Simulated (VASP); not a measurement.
# Ir (P6_3/mmc) in VASP: further runs

Runs on Ir. Level: r2SCAN. Tasks: single point.

All numbers are computed with VASP 6.6.1; they aren't measurements. Logs are shortened: lines on timing, memory, paths and dates and some standing lists are left out, and cuts for length are marked.

**1. The cell of the first run**

It takes space group P6_3/mmc (No. 194, hexagonal). Conventional cell: a = 2.971 Å, b = 2.971 Å, c = 4.105 Å, α = 90.00°, β = 90.00°, γ = 120.00°. Within 3.5 Å of Ir (site symmetry -6m2) lie 12 Ir at 2.68 to 2.97 Å.

This isn't the form of Ir at room conditions, which is fcc.

**2. Single point, r2SCAN (strain +0.080 along x and y, -0.080 along z)**

The input, POSCAR:

```
Ir
1.0
    2.9714881261      0.0000000000      0.0000000000
   -1.4857440631      2.5733842043      0.0000000000
    0.0000000000      0.0000000000      4.1053068000
Ir
2
Direct
    0.6666666667      0.3333333333      0.7500000000
    0.3333333333      0.6666666667      0.2500000000
```

The input, INCAR.step1:

```
SYSTEM = Ir
ALGO     = Normal         ! electronic algorithm
EDIFF    = 1E-4           ! SCF threshold, eV
ENCUT    = 520            ! plane-wave cutoff, eV
GGA      = PE             ! functional
ISMEAR   = 0              ! smearing method
LASPH    = .True.         ! aspherical terms in the spheres
LCHARG   = .False.        ! write CHGCAR
LREAL    = .False.        ! projectors in reciprocal space
LWAVE    = .True.         ! write WAVECAR
NBANDS   = 16             ! bands
NELM     = 80             ! most SCF steps
PREC     = Accurate       ! precision mode
SIGMA    = 0.15           ! smearing width, eV
```

The input, INCAR.step2:

```
SYSTEM = Ir
ALGO     = Normal         ! electronic algorithm
EDIFF    = 1E-6           ! SCF threshold, eV
ENCUT    = 520            ! plane-wave cutoff, eV
ISIF     = 2              ! what is computed and relaxed
ISMEAR   = 0              ! smearing method
ISTART   = 1            
LASPH    = .True.         ! aspherical terms in the spheres
LCHARG   = .False.        ! write CHGCAR
LMIXTAU  = .True.       
LREAL    = .False.        ! projectors in reciprocal space
LWAVE    = .False.        ! write WAVECAR
METAGGA  = R2SCAN         ! meta-GGA
NBANDS   = 16             ! bands
NELM     = 80             ! most SCF steps
PREC     = Accurate       ! precision mode
SIGMA    = 0.15           ! smearing width, eV
```

The input, KPOINTS:

```
k-points
0
Gamma
  18 18 12
  0 0 0
```

Potentials or basis: VASP PAW PBE potentials, release 64 (Ir).

Command:

```console
> cat potpaw_PBE.64/Ir/POTCAR > POTCAR
> cp INCAR.step1 INCAR
> mpirun -np 1 vasp_std > vasp.out
> cp INCAR.step2 INCAR
> mpirun -np 1 vasp_std > vasp.out
```

OUTCAR:

```text
SYSTEM = Ir
   EDIFF = 1E-6
   ENCUT = 520
   ISIF = 2
   ISMEAR = 0
   ISTART = 1
   LASPH = .True.
   LREAL = .False.
   METAGGA = R2SCAN
   NELM = 80
   PREC = Accurate

 ion  position               nearest neighbor table
   1  0.667  0.333  0.750-   2 2.68   2 2.68   2 2.68   2 2.68   2 2.68   2 2.68
   2  0.333  0.667  0.250-   1 2.68   1 2.68   1 2.68   1 2.68   1 2.68   1 2.68

  LATTYP: Found a hexagonal cell.
 ALAT       =     2.9714881261
 C/A-ratio  =     1.3815659447

  Lattice vectors:

 A1 = (   2.9714881261,   0.0000000000,   0.0000000000)
 A2 = (  -1.4857440631,   2.5733842043,   0.0000000000)
 A3 = (   0.0000000000,   0.0000000000,   4.1053068000)

Analysis of symmetry for initial positions (statically):
=====================================================================
 Subroutine PRICEL returns:
 Original cell was already a primitive cell.

 Routine SETGRP: Setting up the symmetry group for a
 hexagonal supercell.

 Subroutine GETGRP returns: Found 24 space group operations
 (whereof 12 operations were pure point group operations)
 out of a pool of 24 trial point group operations.

The static configuration has the point symmetry D_3d.
 The point group associated with its full space group is D_6h.

Analysis of symmetry for dynamics (positions and initial velocities):
=====================================================================
 Subroutine PRICEL returns:
 Original cell was already a primitive cell.

 Routine SETGRP: Setting up the symmetry group for a
 hexagonal supercell.

 Subroutine GETGRP returns: Found 24 space group operations
 (whereof 12 operations were pure point group operations)
 out of a pool of 24 trial point group operations.

The dynamic configuration has the point symmetry D_3d.
 The point group associated with its full space group is D_6h.

 Subroutine INISYM returns: Found 24 space group operations
 (whereof 12 operations are pure point group operations),
 and found     1 'primitive' translations

----------------------------------------------------------------------------------------

                                     Primitive cell

  volume of cell :      31.3924

  direct lattice vectors                    reciprocal lattice vectors
     2.971488126  0.000000000  0.000000000     0.336531717  0.194296677  0.000000000
    -1.485744063  2.573384204  0.000000000     0.000000000  0.388593354  0.000000000
     0.000000000  0.000000000  4.105306800     0.000000000  0.000000000  0.243587154

  length of vectors
     2.971488126  2.971488126  4.105306800     0.388593354  0.388593354  0.243587154

  position of ions in fractional coordinates (direct lattice)
     0.666666667  0.333333333  0.750000000
     0.333333333  0.666666667  0.250000000

  ion indices of the primitive-cell ions
   primitive index   ion index
                 1           1
                 2           2

----------------------------------------------------------------------------------------

 KPOINTS: k-points

Automatic generation of k-mesh.
 Grid dimensions read from file:
 generate k-points for:   18   18   12

 Generating k-lattice:

  Cartesian coordinates                     Fractional coordinates (reciprocal lattice)
     0.018696206  0.010794260  0.000000000     0.055555556  0.000000000  0.000000000
     0.000000000  0.021588520  0.000000000     0.000000000  0.055555556  0.000000000
     0.000000000  0.000000000  0.020298930     0.000000000  0.000000000  0.083333333

  Length of vectors
     0.021588520  0.021588520  0.020298930

  Shift w.r.t. Gamma in fractional coordinates (k-lattice)
     0.000000000  0.000000000  0.000000000

 Subroutine IBZKPT returns following result:
 ===========================================

 Found    259 irreducible k-points:

 Following reciprocal coordinates:
            Coordinates               Weight
  0.000000  0.000000  0.000000      1.000000
  0.055556  0.000000  0.000000      6.000000
  0.111111  0.000000  0.000000      6.000000
  0.166667  0.000000  0.000000      6.000000
  0.222222  0.000000  0.000000      6.000000
  0.277778 -0.000000  0.000000      6.000000
[... 16 lines left out ...]
  0.333333  0.111111  0.000000     12.000000
  0.388889  0.111111  0.000000     12.000000
 [... further k-points ...]
   k-points           NKPTS =    259   k-points in BZ     NKDIM =    259   number of bands    NBANDS=     16
   number of dos      NEDOS =    301   number of ions     NIONS =      2
   total plane-waves  NPLWV =  18432
   dimension x,y,z NGX =    24 NGY =   24 NGZ =   32
   dimension x,y,z NGXF=    48 NGYF=   48 NGZF=   64
   ions per type =               2
   NGX,Y,Z   is equivalent  to a cutoff of  13.43, 13.43, 12.96 a.u.
   NGXF,Y,Z  is equivalent  to a cutoff of  26.85, 26.85, 25.92 a.u.
 SYSTEM =  Ir
   PREC   = accura    normal or accurate (medium, high low for compatibility)
   ISTART =      1    job   : 0-new  1-cont  2-samecut
   ICHARG =      0    charge: 1-file 2-atom 10-const
   ISPIN  =      1    spin polarized calculation?
   LNONCOLLINEAR =      F non collinear calculations
   LSORBIT =      F    spin-orbit coupling
   LASPH  =      T    aspherical Exc in radial PAW
   ENCUT  =  520.0 eV  38.22 Ry    6.18 a.u.   5.52  5.52  7.63*2*pi/ulx,y,z
   NELM   =     80;   NELMIN=  2; NELMDL=  0     # of ELM steps
   EDIFF  = 0.1E-05   stopping-criterion for ELM
   LREAL  =      F    real-space projection
   EDIFFG = 0.1E-04   stopping-criterion for IOM
   NSW    =      0    number of steps for IOM
   IBRION =     -1    ionic relax: 0-MD 1-quasi-New 2-CG
   NFREE  =      0    steps in history (QN), initial steepest desc. (CG)
   ISIF   =      2    stress and relaxation
   ISYM   =      2    0-nonsym 1-usesym 2-fastsym
   POTIM  = 0.5000    time-step for ionic-motion
   TEBEG  =    0.0;   TEEND  =   0.0 temperature during run
   PSTRESS=    0.0 pullay stress
   NELECT =      18.0000    total number of electrons
   NUPDOWN=      -1.0000    fix difference up-down
   EMIN   =  10.00;   EMAX   =-10.00  energy-range for DOS
   EFERMI =   0.00;   METHOD = LEGACY
   ISMEAR =     0;   SIGMA  =   0.15  broadening in eV -4-tet -1-fermi 0-gaus
   EFERMI_NEDOS =   21; number of points for ismear=-14 and -15
   IALGO  =     38    algorithm
   IMIX   =      4    mixing-type and parameters
     AMIX     =   0.40;   BMIX     =  1.00
     AMIX_MAG =   1.60;   BMIX_MAG =  1.00
  volume/ion in A,a.u.               =      15.70       105.92
  Fermi-wavevector in a.u.,A,eV,Ry     =   1.360058  2.570138 25.167500  1.849759
  Thomas-Fermi vector in A             =   2.486753
   LORBIT       =      0    0 simple, 1 ext, 2 COOP (PROOUT), +10 PAW based schemes
   METAGGA = R2SCAN    functional components
   LHFCALC =     F    Hartree Fock is set to
   AEXX    =    0.0000 exact exchange contribution
   IVDW    =     0    specifies the selected vdW correction
   LEPSILON=     F    determine dielectric tensor
   LRPA    =     F    only Hartree local field effects (RPA)
 non-spin polarized calculation
 Gauss-broadening in eV      SIGMA  =   0.15
  energy-cutoff  :      520.00
  volume of cell :       31.39
 maximum number of plane-waves:       891
 NGX is ok and might be reduce to    24
   NGX = 11   NGY = 11   NGZ = 15

 number of electron      17.9999999 magnetization

 Free energy of the ion-electron system (eV)
  ---------------------------------------------------
  ext. energy  EPLUGINS =         0.00000000
  ---------------------------------------------------
  free energy    TOTEN  =      -104.00631588 eV

  energy without entropy =     -103.96954777  energy(sigma->0) =     -103.98793182

 E-fermi :   8.5815     XC(G=0): -14.5741

 val. band max:        8.5810231406   @ k =   0.3333   0.2778   0.2500
 cond. band min:       8.5825538910   @ k =   0.2222   0.1667   0.3333
 fundamental gap:      0.0015307504
 Fermi energy:         8.5815003991

 k-point     1 :       0.0000    0.0000    0.0000
  band No.  band energies     occupation
      1      -1.9278      2.00000
      2       1.3515      2.00000
      3       5.0384      2.00000
      4       5.0384      2.00000
      5       5.2970      2.00000
      6       5.2970      2.00000
[... 8 lines left out ...]
     15      27.4875      0.00000
     16      27.8029      0.00000

 k-point     2 :       0.0556    0.0000    0.0000
  band No.  band energies     occupation
      1      -1.8280      2.00000
      2       1.4198      2.00000
      3       4.9002      2.00000
      4       5.1152      2.00000
      5       5.2364      2.00000
      6       5.2364      2.00000
[... 8 lines left out ...]
     15      26.8768      0.00000
     16      27.2365      0.00000

 k-point     3 :       0.1111    0.0000    0.0000
  band No.  band energies     occupation
      1      -1.5345      2.00000
      2       1.6099      2.00000
      3       4.5867      2.00000
      4       5.0359      2.00000
      5       5.0719      2.00000
      6       5.3415      2.00000
[... 8 lines left out ...]
     15      25.5539      0.00000
     16      26.0098      0.00000

 k-point     4 :       0.1667    0.0000    0.0000
  band No.  band energies     occupation
      1      -1.0669      2.00000
      2       1.8707      2.00000
      3       4.2460      2.00000
      4       4.6694      2.00000
      5       4.8436      2.00000
      6       5.7054      2.00000
[... 8 lines left out ...]
     15      24.5797      0.00000
     16      25.3162      0.00000
[... 324 lines left out ...]
 k-point    22 :       0.2778    0.1111    0.0000
  band No.  band energies     occupation
      1       1.0812      2.00000
      2       2.3107      2.00000
      3       3.0199      2.00000
      4       3.7966      2.00000
      5       4.2831      2.00000
      6       6.1392      2.00000
[... 8 lines left out ...]
     15      19.0096      0.00000
     16      24.7645      0.00000

 k-point    23 :       0.3333    0.1111    0.0000
  band No.  band energies     occupation
      1       1.5493      2.00000
      2       2.1738      2.00000
      3       2.7020      2.00000
      4       4.1242      2.00000
      5       4.1637      2.00000
      6       6.0609      2.00000
[... 8 lines left out ...]
     15      19.2276      0.00000
     16      23.3896      0.00000

 k-point    24 :       0.3889    0.1111    0.0000
  band No.  band energies     occupation
      1       1.8043      2.00000
      2       2.0642      2.00000
      3       2.5044      2.00000
      4       4.0888      2.00000
      5       4.4794      2.00000
      6       6.0159      2.00000
[... 8 lines left out ...]
     15      20.2241      0.00000
     16      22.1154      0.00000

 [... further k-points ...]

------------------------ aborting loop because EDIFF is reached ----------------------------------------

  FORCE on cell =-STRESS in cart. coord.  units (eV):
  Direction    XX          YY          ZZ          XY          YZ          ZX
  --------------------------------------------------------------------------------------
  -------------------------------------------------------------------------------------
  Total       -5.4129716     -5.4129716      0.2157097      0.0000000      0.0000000      0.0000000
  in kB     -276.2625924   -276.2625924     11.0092065      0.0000000      0.0000000      0.0000000
  external PRESSURE =    -180.5053261 kB  Pullay stress =       0.0000000 kB

 VOLUME and BASIS-vectors are now :
 -----------------------------------------------------------------------------
  energy-cutoff  :      520.00
  volume of cell :       31.39
      direct lattice vectors                 reciprocal lattice vectors
     2.971488126  0.000000000  0.000000000     0.336531717  0.194296677  0.000000000
    -1.485744063  2.573384204  0.000000000     0.000000000  0.388593354  0.000000000
     0.000000000  0.000000000  4.105306800     0.000000000  0.000000000  0.243587154

 POSITION                                       TOTAL-FORCE (eV/Angst)
 -----------------------------------------------------------------------------------
      1.48574      0.85779      3.07898         0.000000     -0.000000      0.000000
     -0.00000      1.71559      1.02633        -0.000000      0.000000      0.000000
 -----------------------------------------------------------------------------------
    total drift:                               -0.000000      0.000000     -0.000000

  FREE ENERGIE OF THE ION-ELECTRON SYSTEM (eV)
  ---------------------------------------------------
  free  energy   TOTEN  =      -104.0063158763 eV

  energy  without entropy=     -103.9695477678  energy(sigma->0) =     -103.98793182
```

Run time: 6.1 min. Hardware: 1 thread of Intel Xeon 8259CL, shared host; peak memory 0.22 GiB.

Results:

* Free energy: -104.0063 eV
* Pressure: -18.1 GPa
* Band gap on the k mesh: zero (bands 9 and 10 overlap by 2.06 eV)

Levels at points of the mesh, in eV from the Fermi level:
```tsv
k point	band 7	band 8	band 9	band 10	band 11	band 12
(0.00, 0.00, 0.00)	-2.62	-2.62	-2.05	0.30	0.30	1.31
(0.50, 0.00, 0.00)	-1.67	-0.37	0.43	1.52	2.02	3.15
(0.00, 0.00, 0.50)	-3.25	-3.25	-0.13	-0.13	-0.13	-0.13
(0.50, 0.00, 0.50)	-0.88	-0.88	0.19	0.19	1.68	1.68
```

Caveat: the cell differs from its parent crystal (strain +0.080 along x and y, -0.080 along z); the stress differs along the axes, from -28 to 1 GPa; the PAW data sets were made with another functional, which shifts forces and pressure a little; spin-orbit coupling is left out, which moves the levels of the heavy elements.

**3. Single point, r2SCAN (strain +0.000 along x and y, +0.080 along z)**

The input, POSCAR:

```
Ir
1.0
    2.7513778946      0.0000000000      0.0000000000
   -1.3756889473      2.3827631521      0.0000000000
    0.0000000000      0.0000000000      4.8192732000
Ir
2
Direct
    0.6666666667      0.3333333333      0.7500000000
    0.3333333333      0.6666666667      0.2500000000
```

The input, INCAR.step1:

```
SYSTEM = Ir
PREC     = Accurate       ! precision mode
ENCUT    = 520            ! plane-wave cutoff, eV
ISMEAR   = 0              ! smearing method
SIGMA    = 0.15           ! smearing width, eV
LREAL    = .False.        ! projectors in reciprocal space
LASPH    = .True.         ! aspherical terms in the spheres
NELM     = 100            ! most SCF steps
NBANDS   = 16             ! bands
GGA      = PE             ! functional
ALGO     = Normal         ! electronic algorithm
EDIFF    = 1E-4           ! SCF threshold, eV
LWAVE    = .True.         ! write WAVECAR
LCHARG   = .False.        ! write CHGCAR
```

The input, INCAR.step2:

```
SYSTEM = Ir
PREC     = Accurate       ! precision mode
ENCUT    = 520            ! plane-wave cutoff, eV
EDIFF    = 1E-6           ! SCF threshold, eV
ISMEAR   = 0              ! smearing method
SIGMA    = 0.15           ! smearing width, eV
LREAL    = .False.        ! projectors in reciprocal space
LASPH    = .True.         ! aspherical terms in the spheres
NELM     = 100            ! most SCF steps
ALGO     = Normal         ! electronic algorithm
ISIF     = 2              ! what is computed and relaxed
LWAVE    = .False.        ! write WAVECAR
LCHARG   = .True.         ! write CHGCAR
METAGGA  = R2SCAN         ! meta-GGA
LMIXTAU  = .True.       
LELF     = .True.         ! ELF
LVHAR    = .True.       
NBANDS   = 16             ! bands
ISTART   = 1
```

The input, KPOINTS:

```
regular mesh
0
Gamma
  18 18 12
  0 0 0
```

Potentials or basis: VASP PAW PBE potentials, release 64 (Ir).

Command:

```console
> cat potpaw_PBE.64/Ir/POTCAR > POTCAR
> cp INCAR.step1 INCAR
> mpirun -np 1 vasp_std > vasp.out
> cp INCAR.step2 INCAR
> mpirun -np 1 vasp_std > vasp.out
```

It took 5.6 min on 1 thread of Intel Xeon 8259CL, shared host; peak memory 0.21 GiB.

Results (log left out):

* Free energy: -104.2019 eV
* Pressure: -25.9 GPa
* Band gap on the k mesh: zero (bands 9 and 10 overlap by 3.20 eV)

Stress tensor (GPa, compression positive):
```
-20.04   0.00   0.00
  0.00 -20.04   0.00
  0.00   0.00 -37.72
```

Levels at points of the mesh, in eV from the Fermi level:
```csv
k point,band 6,band 7,band 8,band 9,band 10,band 11,band 12,band 13
"(0.00, 0.00, 0.00)",-2.84,-2.84,-1.44,-1.44,-1.00,0.36,0.36,5.52
"(0.50, 0.00, 0.00)",-2.84,-2.59,0.59,1.15,1.37,2.95,4.44,8.00
"(0.00, 0.00, 0.50)",-3.25,-3.25,-3.25,-0.29,-0.29,-0.29,-0.29,12.61
"(0.50, 0.00, 0.50)",-1.49,-0.60,-0.60,1.27,1.27,2.01,2.01,7.51
```

Caveat: the cell differs from its parent crystal (strain +0.000 along x and y, +0.080 along z); the stress differs along the axes, from -38 to -20 GPa; the PAW data sets were made with another functional, which shifts forces and pressure a little; spin-orbit coupling is left out, which moves the levels of the heavy elements.
